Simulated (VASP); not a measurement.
# Al3Cu (P4/mmm) in VASP: further runs

Runs on Al3Cu. Level: PBEsol. Tasks: single point, relaxation of shape and atoms at fixed volume.

All numbers are computed with VASP 6.6.1; they aren't measurements. Logs are shortened: lines on timing, memory, paths and dates and some standing lists are left out, and cuts for length are marked.

## Step 1: The cell of the first run

It takes space group P4/mmm (No. 123, tetragonal). The conventional cell has a = 2.833 Å, b = 2.833 Å, c = 7.760 Å, α = 90.00°, β = 90.00°, γ = 90.00°. Within 3.7 Å of Al (site symmetry 4/mmm) lie 12 Al at 2.83 to 2.97 Å. Al (site symmetry 4mm) has 4 Cu at 2.62 Å and 9 Al at 2.83 to 3.38 Å within 3.5 Å. Cu (site symmetry 4/mmm) has 8 Al at 2.62 Å and 4 Cu at 2.83 Å within 3.5 Å.

## Step 2: Single point, PBEsol (volume scaled by 1.06, then relaxed in part)

Input file INCAR:

```
SYSTEM = Al3Cu
PREC = Accurate
ENCUT = 520
EDIFF = 1E-7
ISMEAR = 0
SIGMA = 0.1
LREAL = .FALSE.
LASPH = .TRUE.
NELM = 100
ALGO = Fast
ISIF = 2
LWAVE = .FALSE.
LCHARG = .FALSE.
GGA = PS
NBANDS = 18
```

Input file KPOINTS:

```
Automatic mesh
0
G
  16 16 6
  0 0 0
```

Input file POSCAR:

```
Al3Cu
1.0
    2.8328152994      0.0000000000      0.0000000000
    0.0000000000      2.8328152994      0.0000000000
    0.0000000000      0.0000000000      7.7596553560
Al Cu
3 1
Direct
    0.0000000000      0.0000000000      0.5000000000
    0.5000000000      0.5000000000      0.2177343048
    0.5000000000      0.5000000000      0.7822656952
    0.0000000000      0.0000000000      0.0000000000
```

Potentials or basis: VASP PAW PBE potentials, release 64 (Al, Cu).

On the command line:

```console
> cat potpaw_PBE.64/Al/POTCAR potpaw_PBE.64/Cu/POTCAR > POTCAR
> mpirun -np 1 vasp_std > vasp.out
```

OUTCAR:

```text
SYSTEM = Al3Cu
   PREC = Accurate
   ENCUT = 520
   EDIFF = 1E-7
   ISMEAR = 0
   LREAL = .FALSE.
   LASPH = .TRUE.
   NELM = 100
   ISIF = 2
   GGA = PS

 ion  position               nearest neighbor table
   1  0.000  0.000  0.500-   2 2.97   3 2.97   2 2.97   3 2.97   2 2.97   3 2.97   2 2.97   3 2.97

   2  0.500  0.500  0.218-   4 2.62   4 2.62   4 2.62   4 2.62   1 2.97   1 2.97   1 2.97   1 2.97

   3  0.500  0.500  0.782-   4 2.62   4 2.62   4 2.62   4 2.62   1 2.97   1 2.97   1 2.97   1 2.97

   4  0.000  0.000  0.000-   2 2.62   3 2.62   2 2.62   3 2.62   2 2.62   3 2.62   2 2.62   3 2.62

  LATTYP: Found a simple tetragonal cell.
 ALAT       =     2.8328152994
 C/A-ratio  =     2.7392027139

  Lattice vectors:

 A1 = (   2.8328152994,   0.0000000000,   0.0000000000)
 A2 = (   0.0000000000,   2.8328152994,   0.0000000000)
 A3 = (   0.0000000000,   0.0000000000,   7.7596553560)

Analysis of symmetry for initial positions (statically):
=====================================================================
 Subroutine PRICEL returns:
 Original cell was already a primitive cell.

 Routine SETGRP: Setting up the symmetry group for a
 simple tetragonal supercell.

 Subroutine GETGRP returns: Found 16 space group operations
 (whereof 16 operations were pure point group operations)
 out of a pool of 16 trial point group operations.

The static configuration has the point symmetry D_4h.

Analysis of symmetry for dynamics (positions and initial velocities):
=====================================================================
 Subroutine PRICEL returns:
 Original cell was already a primitive cell.

 Routine SETGRP: Setting up the symmetry group for a
 simple tetragonal supercell.

 Subroutine GETGRP returns: Found 16 space group operations
 (whereof 16 operations were pure point group operations)
 out of a pool of 16 trial point group operations.

The dynamic configuration has the point symmetry D_4h.

 Subroutine INISYM returns: Found 16 space group operations
 (whereof 16 operations are pure point group operations),
 and found     1 'primitive' translations

----------------------------------------------------------------------------------------

                                     Primitive cell

  volume of cell :      62.2700

  direct lattice vectors                    reciprocal lattice vectors
     2.832815299  0.000000000  0.000000000     0.353005718  0.000000000  0.000000000
[... 93 lines left out ...]
   NSW    =      0    number of steps for IOM
   IBRION =     -1    ionic relax: 0-MD 1-quasi-New 2-CG
   NFREE  =      0    steps in history (QN), initial steepest desc. (CG)
   ISIF   =      2    stress and relaxation
   ISYM   =      2    0-nonsym 1-usesym 2-fastsym
   POTIM  = 0.5000    time-step for ionic-motion
   TEBEG  =    0.0;   TEEND  =   0.0 temperature during run
   PSTRESS=    0.0 pullay stress
   NELECT =      20.0000    total number of electrons
   NUPDOWN=      -1.0000    fix difference up-down
   EMIN   =  10.00;   EMAX   =-10.00  energy-range for DOS
   EFERMI =   0.00;   METHOD = LEGACY
   ISMEAR =     0;   SIGMA  =   0.10  broadening in eV -4-tet -1-fermi 0-gaus
   EFERMI_NEDOS =   21; number of points for ismear=-14 and -15
   IALGO  =     68    algorithm
   IMIX   =      4    mixing-type and parameters
     AMIX     =   0.40;   BMIX     =  1.00
     AMIX_MAG =   1.60;   BMIX_MAG =  1.00
  volume/ion in A,a.u.               =      15.57       105.05
  Fermi-wavevector in a.u.,A,eV,Ry     =   1.121137  2.118641 17.101805  1.256947
  Thomas-Fermi vector in A             =   2.257788
   LORBIT       =      0    0 simple, 1 ext, 2 COOP (PROOUT), +10 PAW based schemes
   GGA     = PS    functional components
   LHFCALC =     F    Hartree Fock is set to
   AEXX    =    0.0000 exact exchange contribution
   IVDW    =     0    specifies the selected vdW correction
   LEPSILON=     F    determine dielectric tensor
   LRPA    =     F    only Hartree local field effects (RPA)
 non-spin polarized calculation
 RMM-DIIS sequential band-by-band and
 Gauss-broadening in eV      SIGMA  =   0.10
  energy-cutoff  :      520.00
  volume of cell :       62.27
 maximum number of plane-waves:      1724
 NGX is ok and might be reduce to    24
   NGX = 11   NGY = 11   NGZ = 29

 number of electron      19.9999990 magnetization

 Free energy of the ion-electron system (eV)
  ---------------------------------------------------
  ext. energy  EPLUGINS =         0.00000000
  ---------------------------------------------------
  free energy    TOTEN  =       -16.90404642 eV

  energy without entropy =      -16.89526305  energy(sigma->0) =      -16.89965474

 E-fermi :   7.7820     XC(G=0): -10.7020

 val. band max:        7.7792029187   @ k =   0.3750   0.3125   0.1667
 cond. band min:       7.7912066942   @ k =   0.3750   0.1250   0.1667
 fundamental gap:      0.0120037754
 Fermi energy:         7.7820401071

 k-point     1 :       0.0000    0.0000    0.0000
  band No.  band energies     occupation
      1      -3.0276      2.00000
      2      -0.7080      2.00000
      3      -0.4504      2.00000
      4       3.4427      2.00000
      5       3.5110      2.00000
      6       4.2446      2.00000
[... 481 lines left out ...]
      5       3.6454      2.00000
      6       3.6882      2.00000
[... 10 lines left out ...]
     17      15.2751      0.00000
     18      17.2432      0.00000

 [... further k-points ...]

------------------------ aborting loop because EDIFF is reached ----------------------------------------

  FORCE on cell =-STRESS in cart. coord.  units (eV):
  Direction    XX          YY          ZZ          XY          YZ          ZX
  --------------------------------------------------------------------------------------
  -------------------------------------------------------------------------------------
  Total       -1.8933153     -1.8933153     -1.9093544      0.0000000      0.0000000      0.0000000
  in kB      -48.7140882    -48.7140882    -49.1267663      0.0000000      0.0000000      0.0000000
  external PRESSURE =     -48.8516476 kB  Pullay stress =       0.0000000 kB

 VOLUME and BASIS-vectors are now :
 -----------------------------------------------------------------------------
  energy-cutoff  :      520.00
  volume of cell :       62.27
      direct lattice vectors                 reciprocal lattice vectors
     2.832815299  0.000000000  0.000000000     0.353005718  0.000000000  0.000000000
     0.000000000  2.832815299  0.000000000     0.000000000  0.353005718  0.000000000
     0.000000000  0.000000000  7.759655356     0.000000000  0.000000000  0.128871703

 POSITION                                       TOTAL-FORCE (eV/Angst)
 -----------------------------------------------------------------------------------
      0.00000      0.00000      3.87983         0.000000      0.000000     -0.000000
      1.41641      1.41641      1.68954        -0.000000      0.000000      0.021770
      1.41641      1.41641      6.07011        -0.000000     -0.000000     -0.021770
      0.00000      0.00000      0.00000         0.000000      0.000000     -0.000000
 -----------------------------------------------------------------------------------
    total drift:                                0.000000      0.000000     -0.000000

  FREE ENERGIE OF THE ION-ELECTRON SYSTEM (eV)
  ---------------------------------------------------
  free  energy   TOTEN  =       -16.9040464190 eV

  energy  without entropy=      -16.8952630525  energy(sigma->0) =      -16.89965474
```

OSZICAR:

```text
N       E                     dE             d eps       ncg     rms          rms(c)
DAV:   1     0.718470831351E+02    0.71847E+02   -0.82464E+03  6520   0.113E+03
DAV:   2    -0.153077290241E+02   -0.87155E+02   -0.80281E+02  6670   0.209E+02
DAV:   3    -0.195348055828E+02   -0.42271E+01   -0.40727E+01  8918   0.521E+01
DAV:   4    -0.196268171134E+02   -0.92012E-01   -0.91649E-01  9226   0.630E+00
[... 12 lines left out ...]
RMM:  17    -0.169040486644E+02   -0.31256E-06   -0.11068E-05  9804   0.245E-02    0.282E-02
RMM:  18    -0.169040470447E+02    0.16197E-05   -0.19776E-06  8617   0.124E-02    0.141E-02
RMM:  19    -0.169040465832E+02    0.46142E-06   -0.94511E-07  8122   0.742E-03    0.614E-03
RMM:  20    -0.169040464761E+02    0.10713E-06   -0.18063E-07  5798   0.401E-03    0.260E-03
RMM:  21    -0.169040464190E+02    0.57093E-07   -0.11547E-07  5025   0.443E-03
   1 F= -.16904046E+02 E0= -.16899655E+02  d E =-.878337E-02
```

stdout:

```text
POSCAR found type information on POSCAR AlCu
 POSCAR found :  2 types and       4 ions
 scaLAPACK will be used
 -----------------------------------------------------------------------------
|                                                                             |
|                                                                             |
|     You enforced a specific xc type in the INCAR file but a different       |
|     I HOPE YOU KNOW WHAT YOU ARE DOING!                                     |
|                                                                             |
 -----------------------------------------------------------------------------

 LDA part: xc-table for (Slater+PW92), standard interpolation
 POSCAR, INCAR and KPOINTS ok, starting setup
 FFT: planning ... GRIDC
 FFT: planning ... GRID_SOFT
 FFT: planning ... GRID
 WAVECAR not read
 entering main loop
WARNING in EDDRMM: call to ZHEGV failed, returncode =   8  4     18
WARNING in EDDRMM: call to ZHEGV failed, returncode =   8  4     17
```

Wall time 3 min (1 thread of Intel Xeon Platinum 8375C at 2.90GHz (Ice Lake), shared host); peak memory 0.32 GiB.

Results:

| Property | Result |
| --- | --- |
| Free energy | -16.9040 eV |
| Pressure | -4.9 GPa |
| Largest force | 0.022 eV/Å |
| Band gap on the k mesh | zero (band 10 reaches 11.75 eV, above the bottom of band 11 at 5.84 eV) |

Forces in eV/Å, atoms in the order of the input:
```
Al   0.000  0.000  0.000
Al   0.000  0.000  0.022
Al   0.000  0.000 -0.022
Cu   0.000  0.000  0.000
```

Caveat: the PAW data sets were made with another functional, which shifts forces and pressure a little.

## Step 3: Single point, PBEsol (volume scaled by 1.10, then relaxed in part)

Input file INCAR:

```
PREC = Accurate ; ENCUT = 520
EDIFF = 1E-7 ; ISMEAR = 0
SIGMA = 0.1 ; LREAL = False
LASPH = True ; NELM = 60
ALGO = Fast ; ISIF = 2
LWAVE = False ; LCHARG = True
GGA = PS ; LELF = True
LVHAR = True ; NBANDS = 18
```

Input file KPOINTS:

```
Automatic mesh
0
Gamma
  16 16 6
```

Input file POSCAR:

```
Al3Cu
1.0
    2.8677214439      0.0000000000      0.0000000000
    0.0000000000      2.8677214439      0.0000000000
    0.0000000000      0.0000000000      7.8576348565
Al Cu
3 1
Direct
    0.0000000000      0.0000000000      0.5000000000
    0.5000000000      0.5000000000      0.2154542547
    0.5000000000      0.5000000000      0.7845457453
    0.0000000000      0.0000000000      0.0000000000
```

Potentials or basis: VASP PAW PBE potentials, release 64 (Al, Cu).

On the command line:

```console
> cat potpaw_PBE.64/Al/POTCAR potpaw_PBE.64/Cu/POTCAR > POTCAR
> mpirun -np 1 vasp_std > vasp.out
```

OUTCAR:

```text
PREC = Accurate
   ENCUT = 520
   EDIFF = 1E-7
   ISMEAR = 0
   LREAL = False
   LASPH = True
   NELM = 60
   ISIF = 2
   GGA = PS

 ion  position               nearest neighbor table
   1  0.000  0.000  0.500-   2 3.02   3 3.02   2 3.02   3 3.02   2 3.02   3 3.02   2 3.02   3 3.02

   2  0.500  0.500  0.215-   4 2.64   4 2.64   4 2.64   4 2.64   1 3.02   1 3.02   1 3.02   1 3.02

   3  0.500  0.500  0.785-   4 2.64   4 2.64   4 2.64   4 2.64   1 3.02   1 3.02   1 3.02   1 3.02

   4  0.000  0.000  0.000-   2 2.64   3 2.64   2 2.64   3 2.64   2 2.64   3 2.64   2 2.64   3 2.64
[... 701 lines left out ...]

 [... further k-points ...]
[... 5 lines left out ...]
  --------------------------------------------------------------------------------------
  -------------------------------------------------------------------------------------
  Total       -2.9628992     -2.9628992     -2.9819020      0.0000000      0.0000000     -0.0000000
  in kB      -73.4618214    -73.4618214    -73.9329751      0.0000000      0.0000000     -0.0000000
  external PRESSURE =     -73.6188727 kB  Pullay stress =       0.0000000 kB

 VOLUME and BASIS-vectors are now :
 -----------------------------------------------------------------------------
  energy-cutoff  :      520.00
  volume of cell :       64.62
      direct lattice vectors                 reciprocal lattice vectors
     2.867721444  0.000000000  0.000000000     0.348708903  0.000000000  0.000000000
     0.000000000  2.867721444  0.000000000     0.000000000  0.348708903  0.000000000
     0.000000000  0.000000000  7.857634856     0.000000000  0.000000000  0.127264758

 POSITION                                       TOTAL-FORCE (eV/Angst)
 -----------------------------------------------------------------------------------
      0.00000      0.00000      3.92882        -0.000000     -0.000000      0.000000
      1.43386      1.43386      1.69296        -0.000000     -0.000000      0.021986
      1.43386      1.43386      6.16467         0.000000      0.000000     -0.021986
      0.00000      0.00000      0.00000        -0.000000     -0.000000      0.000000
 -----------------------------------------------------------------------------------
    total drift:                                0.000000      0.000000     -0.000000

  FREE ENERGIE OF THE ION-ELECTRON SYSTEM (eV)
  ---------------------------------------------------
  free  energy   TOTEN  =       -16.8132844595 eV

  energy  without entropy=      -16.8041687195  energy(sigma->0) =      -16.80872659
```

It took 3.6 min on 1 thread of Intel Xeon Platinum 8375C at 2.90GHz (Ice Lake), shared host; peak memory 0.33 GiB.

Results:

```
Free energy            : -16.8133 eV
Pressure               : -7.4 GPa
Largest force          : 0.022 eV/Å
Band gap on the k mesh : zero (band 10 reaches 11.25 eV, above the bottom of band 11 at 5.44 eV)
```

Forces in eV/Å, atoms in the order of the input:
```
Al   0.000  0.000  0.000
Al   0.000  0.000  0.022
Al   0.000  0.000 -0.022
Cu   0.000  0.000  0.000
```

Caveat: the PAW data sets were made with another functional, which shifts forces and pressure a little.

(Part 1 of 2 ends here.)
